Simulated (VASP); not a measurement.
# Al12H in VASP: notebook

Al12H is run at these levels: PBE+D3(BJ); tasks: single point.

All numbers are computed with VASP 6.6.1; they aren't measurements. Logs are shortened: lines on timing, memory, paths and dates and some standing lists are left out, and cuts for length are marked.

## Step 1: The cell of the first run

The cell holds a slab with vacuum, 13 atoms: a = 5.631 Å, b = 5.631 Å, c = 21.668 Å, α = 90.00°, β = 90.00°, γ = 120.00°.

## Step 2: Single point, PBE+D3(BJ)

The input, INCAR:

```
SYSTEM = Al12H
  PREC = Accurate
  ENCUT = 520
  EDIFF = 1E-6
  ISMEAR = 0
  SIGMA = 0.1
  LREAL = .FALSE.
  LASPH = .TRUE.
  NELM = 80
  ALGO = Normal
  ISIF = 2
  LWAVE = .FALSE.
  LCHARG = .FALSE.
  LDIPOL = .TRUE.
  IDIPOL = 3
  DIPOL = 0.5 0.5 0.306
  GGA = PE
  IVDW = 12
  NBANDS = 30
```

The input, KPOINTS:

```
Automatic mesh
0
G
  6 6 1
  0 0 0
```

The input, POSCAR:

```
Al12H
1.0
    5.6314608543      0.0000000000      0.0000000000
   -2.8157304272      4.8769881603      0.0000000000
    0.0000000000      0.0000000000     21.6684292099
Al H
12 1
Direct
    0.3333333333      0.1666666667      0.1846003677
    0.3333333333      0.6666666667      0.1846003677
    0.8333333333      0.1666666667      0.1846003677
    0.8333333333      0.6666666667      0.1846003677
    0.1666666667      0.3333333333      0.2900502825
    0.1666666667      0.8333333333      0.2900502825
    0.6666666667      0.3333333333      0.2900502825
    0.6666666667      0.8333333333      0.2900502825
    0.0000000000      0.0000000000      0.3954337957
    0.0000000000      0.5000000000      0.3954337957
    0.5000000000      0.0000000000      0.3954337957
    0.5000000000      0.5000000000      0.3954337957
    0.0000000000      0.0000000000      0.4969639980
```

Potentials or basis: VASP PAW PBE potentials, release 64 (Al, H).

Launch:

```
cat potpaw_PBE.64/Al/POTCAR potpaw_PBE.64/H/POTCAR > POTCAR
mpirun -np 1 vasp_std > vasp.out
```

OUTCAR:

```text
SYSTEM = Al12H
   PREC = Accurate
   ENCUT = 520
   EDIFF = 1E-6
   ISMEAR = 0
   LREAL = .FALSE.
   LASPH = .TRUE.
   NELM = 80
   ISIF = 2
   GGA = PE
   IVDW = 12
 IVDW          = 12

 ion  position               nearest neighbor table
   1  0.333  0.167  0.185-   5 2.80   7 2.80   6 2.80   3 2.82   3 2.82   4 2.82   4 2.82   2 2.82
                             2 2.82
   2  0.333  0.667  0.185-   6 2.80   8 2.80   5 2.80   4 2.82   4 2.82   3 2.82   3 2.82   1 2.82
                             1 2.82
   3  0.833  0.167  0.185-   7 2.80   5 2.80   8 2.80   1 2.82   1 2.82   2 2.82   2 2.82   4 2.82
                             4 2.82
   4  0.833  0.667  0.185-   8 2.80   6 2.80   7 2.80   2 2.82   2 2.82   1 2.82   1 2.82   3 2.82
                             3 2.82
   5  0.167  0.333  0.290-  12 2.80   9 2.80  10 2.80   1 2.80   3 2.80   2 2.80   7 2.82   7 2.82
                             8 2.82   8 2.82   6 2.82   6 2.82
   6  0.167  0.833  0.290-  11 2.80  10 2.80   9 2.80   2 2.80   4 2.80   1 2.80   8 2.82   8 2.82
                             7 2.82   7 2.82   5 2.82   5 2.82
   7  0.667  0.333  0.290-  10 2.80  11 2.80  12 2.80   3 2.80   1 2.80   4 2.80   5 2.82   5 2.82
                             6 2.82   6 2.82   8 2.82   8 2.82
   8  0.667  0.833  0.290-   9 2.80  12 2.80  11 2.80   4 2.80   2 2.80   3 2.80   6 2.82   6 2.82
                             5 2.82   5 2.82   7 2.82   7 2.82
   9  0.000  0.000  0.395-   8 2.80   5 2.80   6 2.80  11 2.82  11 2.82  12 2.82  12 2.82  10 2.82
                            10 2.82
  10  0.000  0.500  0.395-   7 2.80   6 2.80   5 2.80  12 2.82  12 2.82  11 2.82  11 2.82   9 2.82
                             9 2.82
  11  0.500  0.000  0.395-   6 2.80   7 2.80   8 2.80   9 2.82   9 2.82  10 2.82  10 2.82  12 2.82
                            12 2.82
  12  0.500  0.500  0.395-   5 2.80   8 2.80   7 2.80  10 2.82  10 2.82   9 2.82   9 2.82  11 2.82
                            11 2.82
  13  0.000  0.000  0.497-

  LATTYP: Found a hexagonal cell.
 ALAT       =     5.6314608543
 C/A-ratio  =     3.8477456863

  Lattice vectors:

 A1 = (   5.6314608543,   0.0000000000,   0.0000000000)
 A2 = (  -2.8157304272,   4.8769881603,   0.0000000000)
 A3 = (   0.0000000000,   0.0000000000,  21.6684292099)

Analysis of symmetry for initial positions (statically):
=====================================================================
 Subroutine PRICEL returns:
 Original cell was already a primitive cell.

 Routine SETGRP: Setting up the symmetry group for a
 hexagonal supercell.

 Subroutine GETGRP returns: Found  6 space group operations
 (whereof  6 operations were pure point group operations)
 out of a pool of 24 trial point group operations.

The static configuration has the point symmetry C_3v.

Analysis of symmetry for dynamics (positions and initial velocities):
=====================================================================
 Subroutine PRICEL returns:
 Original cell was already a primitive cell.

 Routine SETGRP: Setting up the symmetry group for a
 hexagonal supercell.

 Subroutine GETGRP returns: Found  6 space group operations
 (whereof  6 operations were pure point group operations)
 out of a pool of 24 trial point group operations.

The dynamic configuration has the point symmetry C_3v.

 Subroutine INISYM returns: Found  6 space group operations
 (whereof  6 operations are pure point group operations),
 and found     1 'primitive' translations

----------------------------------------------------------------------------------------

                                     Primitive cell

  volume of cell :     595.1140

  direct lattice vectors                    reciprocal lattice vectors
     5.631460854  0.000000000  0.000000000     0.177573817  0.102522291  0.000000000
    -2.815730427  4.876988160  0.000000000     0.000000000  0.205044582  0.000000000
     0.000000000  0.000000000 21.668429210     0.000000000  0.000000000  0.046150092

  length of vectors
     5.631460854  5.631460854 21.668429210     0.205044582  0.205044582  0.046150092

  position of ions in fractional coordinates (direct lattice)
     0.333333333  0.166666667  0.184600368
     0.333333333  0.666666667  0.184600368
     0.833333333  0.166666667  0.184600368
     0.833333333  0.666666667  0.184600368
[... 45 lines left out ...]
     0.000000000  0.000000000  0.000000000

 Subroutine IBZKPT returns following result:
 ===========================================

 Found      7 irreducible k-points:

 Following reciprocal coordinates:
            Coordinates               Weight
  0.000000  0.000000  0.000000      1.000000
  0.166667  0.000000  0.000000      6.000000
  0.333333  0.000000  0.000000      6.000000
  0.500000  0.000000  0.000000      3.000000
  0.166667  0.166667  0.000000      6.000000
  0.333333  0.166667  0.000000     12.000000
  0.333333  0.333333  0.000000      2.000000
   k-points           NKPTS =      7   k-points in BZ     NKDIM =      7   number of bands    NBANDS=     30
   number of dos      NEDOS =    301   number of ions     NIONS =     13
   total plane-waves  NPLWV = 285768
   dimension x,y,z NGX =    42 NGY =   42 NGZ =  162
   dimension x,y,z NGXF=    84 NGYF=   84 NGZF=  324
   ions per type =              12   1
   NGX,Y,Z   is equivalent  to a cutoff of  12.40, 12.40, 12.43 a.u.
   NGXF,Y,Z  is equivalent  to a cutoff of  24.80, 24.80, 24.86 a.u.
 SYSTEM =  Al12H
   PREC   = accura    normal or accurate (medium, high low for compatibility)
   ISTART =      0    job   : 0-new  1-cont  2-samecut
   ICHARG =      2    charge: 1-file 2-atom 10-const
   ISPIN  =      1    spin polarized calculation?
   LNONCOLLINEAR =      F non collinear calculations
   LSORBIT =      F    spin-orbit coupling
   LASPH  =      T    aspherical Exc in radial PAW
   ENCUT  =  520.0 eV  38.22 Ry    6.18 a.u.  10.47 10.47 40.29*2*pi/ulx,y,z
   NELM   =     80;   NELMIN=  2; NELMDL= -5     # of ELM steps
   EDIFF  = 0.1E-05   stopping-criterion for ELM
   LREAL  =      F    real-space projection
   EDIFFG = 0.1E-04   stopping-criterion for IOM
   NSW    =      0    number of steps for IOM
   IBRION =     -1    ionic relax: 0-MD 1-quasi-New 2-CG
   NFREE  =      0    steps in history (QN), initial steepest desc. (CG)
   ISIF   =      2    stress and relaxation
   ISYM   =      2    0-nonsym 1-usesym 2-fastsym
   POTIM  = 0.5000    time-step for ionic-motion
   TEBEG  =    0.0;   TEEND  =   0.0 temperature during run
   PSTRESS=    0.0 pullay stress
   NELECT =      37.0000    total number of electrons
   NUPDOWN=      -1.0000    fix difference up-down
   EMIN   =  10.00;   EMAX   =-10.00  energy-range for DOS
   EFERMI =   0.00;   METHOD = LEGACY
   ISMEAR =     0;   SIGMA  =   0.10  broadening in eV -4-tet -1-fermi 0-gaus
   EFERMI_NEDOS =   21; number of points for ismear=-14 and -15
   IALGO  =     38    algorithm
   IMIX   =      4    mixing-type and parameters
     AMIX     =   0.40;   BMIX     =  1.00
     AMIX_MAG =   1.60;   BMIX_MAG =  1.00
  volume/ion in A,a.u.               =      45.78       308.93
  Fermi-wavevector in a.u.,A,eV,Ry     =   0.648548  1.225578  5.722805  0.420614
  Thomas-Fermi vector in A             =   1.717216
   LORBIT       =      0    0 simple, 1 ext, 2 COOP (PROOUT), +10 PAW based schemes
   GGA     = PE    functional components
   LHFCALC =     F    Hartree Fock is set to
   AEXX    =    0.0000 exact exchange contribution
   IVDW    =    12    specifies the selected vdW correction
   LEPSILON=     F    determine dielectric tensor
   LRPA    =     F    only Hartree local field effects (RPA)
 non-spin polarized calculation
 Gauss-broadening in eV      SIGMA  =   0.10
  energy-cutoff  :      520.00
  volume of cell :      595.11
 maximum number of plane-waves:     16060
 NGX is ok and might be reduce to    42
   NGX = 21   NGY = 21   NGZ = 81

 dipolmoment           0.000000      0.000000     -0.176094 electrons x Angstroem

 number of electron      37.0000000 magnetization

 dipolmoment           0.000000      0.000000      0.187710 electrons x Angstroem

 Free energy of the ion-electron system (eV)
  ---------------------------------------------------
  ext. energy  EPLUGINS =         0.00000000
  ---------------------------------------------------
  free energy    TOTEN  =       -44.31057943 eV

  energy without entropy =      -44.28320119  energy(sigma->0) =      -44.29689031

 E-fermi :  -0.3103     XC(G=0):  -4.2720

 val. band max:       -0.3645638198   @ k =   0.5000   0.0000   0.0000
 cond. band min:      -0.2409869774   @ k =   0.0000   0.0000   0.0000
 fundamental gap:      0.1235768424
 Fermi energy:        -0.3103090366

 k-point     1 :       0.0000    0.0000    0.0000
  band No.  band energies     occupation
      1     -11.1761      2.00000
      2      -9.4203      2.00000
      3      -6.6739      2.00000
      4      -5.1831      2.00000
      5      -5.1570      2.00000
      6      -5.1570      2.00000
[... 220 lines left out ...]
     29       3.1529      0.00000
     30       3.1649      0.00000

------------------------ aborting loop because EDIFF is reached ----------------------------------------

 vacuum level on the upper side and lower side of the slab       (xc-potential included)         0.573        -0.632

 Edisp (eV)   -2.93600

 E8    (eV) :    -1.3613

  FORCE on cell =-STRESS in cart. coord.  units (eV):
  Direction    XX          YY          ZZ          XY          YZ          ZX
  --------------------------------------------------------------------------------------
  -------------------------------------------------------------------------------------
  Total      -2.21264    -2.21264    -2.28310     0.00000     0.00000     0.00000
  in kB      -5.95692    -5.95692    -6.14662     0.00000     0.00000     0.00000
  external pressure =       -6.02 kB  Pullay stress =        0.00 kB

 VOLUME and BASIS-vectors are now :
 -----------------------------------------------------------------------------
  energy-cutoff  :      520.00
  volume of cell :      595.11
      direct lattice vectors                 reciprocal lattice vectors
     5.631460854  0.000000000  0.000000000     0.177573817  0.102522291  0.000000000
    -2.815730427  4.876988160  0.000000000     0.000000000  0.205044582  0.000000000
     0.000000000  0.000000000 21.668429210     0.000000000  0.000000000  0.046150092

 POSITION                                       TOTAL-FORCE (eV/Angst)
 -----------------------------------------------------------------------------------
      1.40787      0.81283      4.00000         0.056413      0.032570     -0.115546
     -0.00000      3.25133      4.00000         0.000000      0.000000     -0.060203
      4.22360      0.81283      4.00000        -0.056413      0.032570     -0.115546
      2.81573      3.25133      4.00000         0.000000     -0.065141     -0.115546
      0.00000      1.62566      6.28493        -0.000000      0.170234      0.050170
     -1.40787      4.06416      6.28493         0.147427     -0.085117      0.050170
      2.81573      1.62566      6.28493         0.000000      0.000000     -0.087753
      1.40787      4.06416      6.28493        -0.147427     -0.085117      0.050170
      0.00000      0.00000      8.56843         0.000000      0.000000      2.221647
     -1.40787      2.43849      8.56843        -0.039495     -0.022802     -0.025097
      2.81573      0.00000      8.56843        -0.000000      0.045604     -0.025097
      1.40787      2.43849      8.56843         0.039495     -0.022802     -0.025097
      0.00000      0.00000     10.76843         0.000000      0.000000     -1.802271
 -----------------------------------------------------------------------------------
    total drift:                               -0.000000     -0.000000      0.000058

  FREE ENERGIE OF THE ION-ELECTRON SYSTEM (eV)
  ---------------------------------------------------
  free  energy   TOTEN  =       -47.2465759136 eV

  energy  without entropy=      -47.2191976768  energy(sigma->0) =      -47.23288680

 vacuum level on the upper side and lower side of the slab         4.834         3.592
```

Run time: 2.2 min. Hardware: 1 thread of AMD EPYC 9R45 (Zen 5), shared host; peak memory 0.61 GiB.

Results:

```yaml
Free_energy: -47.2466 eV
Largest_force: 2.222 eV/Å
Band_gap_on_the_k_mesh: zero (an odd number of electrons rules out a gap without spin polarisation)
Dispersion_energy_per_atom: -0.226 eV
```

Forces on the atoms (eV/Å):
```
Al   0.056  0.033 -0.116
Al   0.000  0.000 -0.060
Al  -0.056  0.033 -0.116
Al   0.000 -0.065 -0.116
Al   0.000  0.170  0.050
Al   0.147 -0.085  0.050
Al   0.000  0.000 -0.088
Al  -0.147 -0.085  0.050
Al   0.000  0.000  2.222
Al  -0.039 -0.023 -0.025
Al   0.000  0.046 -0.025
Al   0.039 -0.023 -0.025
H    0.000  0.000 -1.802
```

Levels at points of the mesh, in eV from the Fermi level:
| k point | band 16 | band 17 | band 18 | band 19 | band 20 | band 21 | band 22 | band 23 |
| --- | --- | --- | --- | --- | --- | --- | --- | --- |
| (0.00, 0.00, 0.00) | -2.79 | -1.32 | -0.36 | -0.36 | -0.24 | -0.14 | -0.14 | 0.07 |
| (0.50, 0.00, 0.00) | -0.54 | -0.45 | -0.18 | -0.05 | 0.96 | 1.00 | 1.31 | 1.40 |

(Part 1 of 2 ends here.)

The gap in the log of VASP goes by the Fermi energy; the results here count the filled bands.